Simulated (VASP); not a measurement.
A run of VASP 6.6.1:

File INCAR:

```
ALGO = Normal
EDIFF = 1E-6
ENCUT = 520
GGA = PE
ISIF = 2
ISMEAR = -1
LASPH = T
LCHARG = F
LREAL = F
LWAVE = F
NBANDS = 26
NELM = 80
PREC = Accurate
SIGMA = 0.1
```

KPOINTS

```
k-points
0
Gamma
  7 7 10
```

Contents of POSCAR:

```
Tl
1.0
    5.4781286252      0.0000000000      0.0000000000
   -2.7390643126      4.7441985547      0.0000000000
    0.0000000000      0.0000000000      3.3667331021
Tl
3
Direct
    1.0000000000      0.0000000000      0.0000000000
    0.3333333333      0.6666666667      0.5000000000
    0.6666666667      0.3333333333      0.5000000000
```

Potentials or basis: VASP PAW PBE potentials, release 64 (Tl_d).

Launch:

```sh
$ cat potpaw_PBE.64/Tl_d/POTCAR > POTCAR
$ mpirun -np 1 vasp_std > vasp.out
```

Hardware: 1 thread of Oxide Virtual Turin-like Processor, with other jobs on the host.

Question: How long does it take, and how much memory?

Answer: Run time: 49 s on 1 thread of Oxide Virtual Turin-like Processor (shared host), peak memory 0.21 GiB. Counts: scf iterations 11, k points 48.
